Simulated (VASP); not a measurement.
# InSe in VASP: single point with PBE+D3(BJ)

Aim: the single point of InSe with PBE+D3(BJ).

The COD entry that gives the cell may itself be a prediction, so a difference from it is no test against experiment.

Everything below comes from runs of VASP 6.6.1. Logs are shortened: lines on timing, memory, paths and dates and some standing lists are left out, and cuts for length are marked.

### Step 1. The cell of the first run

The cell holds a slab with vacuum, 8 atoms: a = 4.027 Å, b = 4.027 Å, c = 28.271 Å, α = 90.00°, β = 90.00°, γ = 120.00°.

### Step 2. Single point, PBE+D3(BJ)

Input file INCAR:

```
PREC = Accurate ; ENCUT = 400
EDIFF = 1E-6 ; ISMEAR = 0
SIGMA = 0.05 ; LREAL = False
LASPH = True ; NELM = 120
ALGO = Normal ; ISIF = 2
LWAVE = False ; LCHARG = False
LDIPOL = True ; IDIPOL = 3
DIPOL = 0.5 0.5 0.412 ; GGA = PE
IVDW = 12 ; NBANDS = 48
GGA_COMPAT = False ; NELMDL = -8
```

Input file KPOINTS:

```
Automatic mesh
0
Gamma
  9 9 1
```

Input file POSCAR:

```
InSe
1.0
    4.0266103653      0.0000000000      0.0000000000
   -2.0133051827      3.4871468675      0.0000000000
    0.0000000000      0.0000000000     28.2707107737
Se In
4 4
Direct
    0.0000000000      0.0000000000      0.1591753400
    0.0000000000      0.0000000000      0.3496677344
    0.2222222222      0.6666666667      0.4738244996
    0.2222222222      0.6666666667      0.6643168940
    0.6666666667      0.3333333333      0.2049979902
    0.6666666667      0.3333333333      0.3038451596
    0.8888888889      1.0000000000      0.5196471499
    0.8888888889      1.0000000000      0.6184943192
```

Potentials or basis: VASP PAW PBE potentials, release 64 (Se, In_d).

Run with:

```bash
$ cat potpaw_PBE.64/Se/POTCAR potpaw_PBE.64/In_d/POTCAR > POTCAR
$ mpirun -np 1 vasp_std > vasp.out
```

OUTCAR:

```text
PREC = Accurate
   ENCUT = 400
   EDIFF = 1E-6
   ISMEAR = 0
   LREAL = False
   LASPH = True
   NELM = 120
   ISIF = 2
   GGA = PE
   IVDW = 12
   NELMDL = -8
 IVDW          = 12

 ion  position               nearest neighbor table
   1  0.000  0.000  0.159-   5 2.66   5 2.66   5 2.66
   2  0.000  0.000  0.350-   6 2.66   6 2.66   6 2.66
   3  0.222  0.667  0.474-   7 2.66   7 2.66   7 2.66
   4  0.222  0.667  0.664-   8 2.66   8 2.66   8 2.66
   5  0.667  0.333  0.205-   1 2.66   1 2.66   1 2.66   6 2.79
   6  0.667  0.333  0.304-   2 2.66   2 2.66   2 2.66   5 2.79
   7  0.889  0.000  0.520-   3 2.66   3 2.66   3 2.66   8 2.79
   8  0.889  0.000  0.618-   4 2.66   4 2.66   4 2.66   7 2.79

  LATTYP: Found a hexagonal cell.
 ALAT       =     4.0266103653
 C/A-ratio  =     7.0209700490

  Lattice vectors:

 A1 = (   4.0266103653,   0.0000000000,   0.0000000000)
 A2 = (  -2.0133051827,   3.4871468675,   0.0000000000)
 A3 = (   0.0000000000,   0.0000000000,  28.2707107737)

Analysis of symmetry for initial positions (statically):
=====================================================================
 Subroutine PRICEL returns:
 Original cell was already a primitive cell.

 Routine SETGRP: Setting up the symmetry group for a
 hexagonal supercell.

 Subroutine GETGRP returns: Found  1 space group operations
 (whereof  1 operations were pure point group operations)
 out of a pool of 24 trial point group operations.

The static configuration has the point symmetry C_1 .

Analysis of symmetry for dynamics (positions and initial velocities):
=====================================================================
 Subroutine PRICEL returns:
 Original cell was already a primitive cell.

 Routine SETGRP: Setting up the symmetry group for a
 hexagonal supercell.

 Subroutine GETGRP returns: Found  1 space group operations
 (whereof  1 operations were pure point group operations)
 out of a pool of 24 trial point group operations.

The dynamic configuration has the point symmetry C_1 .

 Subroutine INISYM returns: Found  1 space group operations
 (whereof  1 operations are pure point group operations),
 and found     1 'primitive' translations

----------------------------------------------------------------------------------------

                                     Primitive cell

  volume of cell :     396.9598

  direct lattice vectors                    reciprocal lattice vectors
     4.026610365  0.000000000  0.000000000     0.248347843  0.143383694  0.000000000
    -2.013305183  3.487146867  0.000000000     0.000000000  0.286767388  0.000000000
     0.000000000  0.000000000 28.270710774     0.000000000  0.000000000  0.035372298

  length of vectors
     4.026610365  4.026610365 28.270710774     0.286767388  0.286767388  0.035372298

  position of ions in fractional coordinates (direct lattice)
     0.000000000  0.000000000  0.159175340
     0.000000000  0.000000000  0.349667734
     0.222222222  0.666666667  0.473824500
     0.222222222  0.666666667  0.664316894
     0.666666667  0.333333333  0.204997990
     0.666666667  0.333333333  0.303845160
     0.888888889  0.000000000  0.519647150
     0.888888889  0.000000000  0.618494319

  ion indices of the primitive-cell ions
   primitive index   ion index
                 1           1
                 2           2
                 3           3
                 4           4
                 5           5
                 6           6
                 7           7
                 8           8

----------------------------------------------------------------------------------------

 KPOINTS: Automatic mesh

Automatic generation of k-mesh.
 Grid dimensions read from file:
 generate k-points for:    9    9    1

 Generating k-lattice:

  Cartesian coordinates                     Fractional coordinates (reciprocal lattice)
     0.027594205  0.015931522  0.000000000     0.111111111  0.000000000  0.000000000
     0.000000000  0.031863043  0.000000000     0.000000000  0.111111111  0.000000000
     0.000000000  0.000000000  0.035372298     0.000000000  0.000000000  1.000000000

  Length of vectors
     0.031863043  0.031863043  0.035372298

  Shift w.r.t. Gamma in fractional coordinates (k-lattice)
     0.000000000  0.000000000  0.000000000

 Subroutine IBZKPT returns following result:
 ===========================================

 Found     41 irreducible k-points:

 Following reciprocal coordinates:
            Coordinates               Weight
  0.000000  0.000000  0.000000      1.000000
  0.111111  0.000000  0.000000      2.000000
  0.000000  0.111111  0.000000      2.000000
 -0.111111  0.111111  0.000000      2.000000
  0.222222 -0.000000  0.000000      2.000000
  0.000000  0.222222  0.000000      2.000000
[... 16 lines left out ...]
  0.333333  0.111111  0.000000      2.000000
 -0.111111  0.444444  0.000000      2.000000
 [... further k-points ...]
   k-points           NKPTS =     41   k-points in BZ     NKDIM =     41   number of bands    NBANDS=     48
   number of dos      NEDOS =    301   number of ions     NIONS =      8
   total plane-waves  NPLWV = 150528
   dimension x,y,z NGX =    28 NGY =   28 NGZ =  192
   dimension x,y,z NGXF=    56 NGYF=   56 NGZF=  384
   ions per type =               4   4
   NGX,Y,Z   is equivalent  to a cutoff of  11.56, 11.56, 11.29 a.u.
   NGXF,Y,Z  is equivalent  to a cutoff of  23.12, 23.12, 22.58 a.u.
 SYSTEM =  unknown system
   PREC   = accura    normal or accurate (medium, high low for compatibility)
   ISTART =      0    job   : 0-new  1-cont  2-samecut
   ICHARG =      2    charge: 1-file 2-atom 10-const
   ISPIN  =      1    spin polarized calculation?
   LNONCOLLINEAR =      F non collinear calculations
   LSORBIT =      F    spin-orbit coupling
   LASPH  =      T    aspherical Exc in radial PAW
   ENCUT  =  400.0 eV  29.40 Ry    5.42 a.u.   6.57  6.57 46.10*2*pi/ulx,y,z
   NELM   =    120;   NELMIN=  2; NELMDL= -8     # of ELM steps
   EDIFF  = 0.1E-05   stopping-criterion for ELM
   LREAL  =      F    real-space projection
   EDIFFG = 0.1E-04   stopping-criterion for IOM
   NSW    =      0    number of steps for IOM
   IBRION =     -1    ionic relax: 0-MD 1-quasi-New 2-CG
   NFREE  =      0    steps in history (QN), initial steepest desc. (CG)
   ISIF   =      2    stress and relaxation
   ISYM   =      2    0-nonsym 1-usesym 2-fastsym
   POTIM  = 0.5000    time-step for ionic-motion
   TEBEG  =    0.0;   TEEND  =   0.0 temperature during run
   PSTRESS=    0.0 pullay stress
   NELECT =      76.0000    total number of electrons
   NUPDOWN=      -1.0000    fix difference up-down
   EMIN   =  10.00;   EMAX   =-10.00  energy-range for DOS
   EFERMI =   0.00;   METHOD = LEGACY
   ISMEAR =     0;   SIGMA  =   0.05  broadening in eV -4-tet -1-fermi 0-gaus
   EFERMI_NEDOS =   21; number of points for ismear=-14 and -15
   IALGO  =     38    algorithm
   IMIX   =      4    mixing-type and parameters
     AMIX     =   0.40;   BMIX     =  1.00
     AMIX_MAG =   1.60;   BMIX_MAG =  1.00
  volume/ion in A,a.u.               =      49.62       334.85
  Fermi-wavevector in a.u.,A,eV,Ry     =   0.943548  1.783047 12.113024  0.890282
  Thomas-Fermi vector in A             =   2.071266
   LORBIT       =      0    0 simple, 1 ext, 2 COOP (PROOUT), +10 PAW based schemes
   GGA     = PE    functional components
   LHFCALC =     F    Hartree Fock is set to
   AEXX    =    0.0000 exact exchange contribution
   IVDW    =    12    specifies the selected vdW correction
   LEPSILON=     F    determine dielectric tensor
   LRPA    =     F    only Hartree local field effects (RPA)
 non-spin polarized calculation
 Gauss-broadening in eV      SIGMA  =   0.05
  energy-cutoff  :      400.00
  volume of cell :      396.96
 maximum number of plane-waves:      7281
   NGX = 13   NGY = 13   NGZ = 93

 dipolmoment           0.000000      0.000000     -0.000036 electrons x Angstroem

 number of electron      76.0000020 magnetization

 dipolmoment           0.000000      0.000000      0.000097 electrons x Angstroem

 Free energy of the ion-electron system (eV)
  ---------------------------------------------------
  ext. energy  EPLUGINS =         0.00000000
  ---------------------------------------------------
  free energy    TOTEN  =       -28.40239890 eV

  energy without entropy =      -28.40239890  energy(sigma->0) =      -28.40239890

 E-fermi :  -0.0589     XC(G=0):  -5.6838

 val. band max:       -0.2714724480   @ k =   0.1111   0.0000   0.0000
 cond. band min:       0.9458542162   @ k =   0.0000   0.0000   0.0000
 fundamental gap:      1.2173266642
 Fermi energy:        -0.0589373671

 k-point     1 :       0.0000    0.0000    0.0000
  band No.  band energies     occupation
      1     -14.5178      2.00000
      2     -14.5170      2.00000
      3     -14.3345      2.00000
      4     -14.3341      2.00000
      5     -14.3336      2.00000
      6     -14.3335      2.00000
[... 40 lines left out ...]
     47       5.0276      0.00000
     48       5.2005      0.00000

 k-point     2 :       0.1111    0.0000    0.0000
  band No.  band energies     occupation
      1     -14.5172      2.00000
      2     -14.5164      2.00000
      3     -14.3745      2.00000
      4     -14.3729      2.00000
      5     -14.3324      2.00000
      6     -14.3318      2.00000
[... 40 lines left out ...]
     47       5.0970      0.00000
     48       5.1805      0.00000

 k-point     3 :       0.0000    0.1111    0.0000
  band No.  band energies     occupation
      1     -14.5172      2.00000
      2     -14.5164      2.00000
      3     -14.3743      2.00000
      4     -14.3729      2.00000
      5     -14.3325      2.00000
      6     -14.3318      2.00000
[... 1060 lines left out ...]
     47       4.5013      0.00000
     48       4.5449      0.00000

 k-point    24 :      -0.1111    0.4444    0.0000
  band No.  band energies     occupation
      1     -14.6076      2.00000
      2     -14.6057      2.00000
      3     -14.5036      2.00000
      4     -14.5016      2.00000
      5     -14.4623      2.00000
      6     -14.4614      2.00000
[... 40 lines left out ...]
     47       4.5124      0.00000
     48       4.5364      0.00000

 [... further k-points ...]

------------------------ aborting loop because EDIFF is reached ----------------------------------------

 vacuum level on the upper side and lower side of the slab       (xc-potential included)        -0.142        -0.143

 Edisp (eV)   -1.99558

 E8    (eV) :    -0.9358

  FORCE on cell =-STRESS in cart. coord.  units (eV):
  Direction    XX          YY          ZZ          XY          YZ          ZX
  --------------------------------------------------------------------------------------
  -------------------------------------------------------------------------------------
  Total      -0.11100    -0.10626    -0.52716    -0.02967    -0.02030     0.05051
  in kB      -0.44803    -0.42886    -2.12770    -0.11973    -0.08195     0.20387
  external pressure =       -1.00 kB  Pullay stress =        0.00 kB

 VOLUME and BASIS-vectors are now :
 -----------------------------------------------------------------------------
  energy-cutoff  :      400.00
  volume of cell :      396.96
      direct lattice vectors                 reciprocal lattice vectors
     4.026610365  0.000000000  0.000000000     0.248347843  0.143383694  0.000000000
    -2.013305183  3.487146867  0.000000000     0.000000000  0.286767388  0.000000000
     0.000000000  0.000000000 28.270710774     0.000000000  0.000000000  0.035372298

 POSITION                                       TOTAL-FORCE (eV/Angst)
 -----------------------------------------------------------------------------------
      0.00000      0.00000      4.50000        -0.001018      0.000082     -0.012103
      0.00000      0.00000      9.88536        -0.014956      0.004609      0.072095
     -0.44740      2.32476     13.39536         0.009391     -0.005082     -0.073620
     -0.44740      2.32476     18.78071        -0.000319     -0.000111      0.011948
      2.01331      1.16238      5.79544        -0.001798      0.000300      0.014268
      2.01331      1.16238      8.58992         0.004086     -0.000130      0.026114
      3.57921      0.00000     14.69079         0.003209      0.000734     -0.024312
      3.57921      0.00000     17.48527         0.001405     -0.000402     -0.014390
 -----------------------------------------------------------------------------------
    total drift:                                0.003179      0.000111     -0.001301

  FREE ENERGIE OF THE ION-ELECTRON SYSTEM (eV)
  ---------------------------------------------------
  free  energy   TOTEN  =       -30.3979809287 eV

  energy  without entropy=      -30.3979809287  energy(sigma->0) =      -30.39798093

 vacuum level on the upper side and lower side of the slab         5.379         5.379
```

Run time: 15 min. Hardware: 1 thread of Intel Xeon Platinum 8488C (Sapphire Rapids), shared host; peak memory 0.63 GiB.

Results:

```
Free energy                : -30.3980 eV
Largest force              : 0.074 eV/Å
Band gap on the k mesh     : 1.22 eV, indirect (least direct gap 1.26 eV)
Dispersion energy per atom : -0.249 eV
```

Forces on the atoms (eV/Å):
```
Se  -0.001  0.000 -0.012
Se  -0.015  0.005  0.072
Se   0.009 -0.005 -0.074
Se   0.000  0.000  0.012
In  -0.002  0.000  0.014
In   0.004  0.000  0.026
In   0.003  0.001 -0.024
In   0.001  0.000 -0.014
```

Levels at points of the mesh, in eV from the valence-band top:
```tsv
k point	band 34	band 35	band 36	band 37	band 38	band 39	band 40	band 41	band 42	band 43
(0.00, 0.00, 0.00)	-0.62	-0.61	-0.59	-0.58	-0.04	1.22	1.70	2.59	2.64	4.82
```

Caveat: spin-orbit coupling is left out, which moves the levels of the heavy elements.
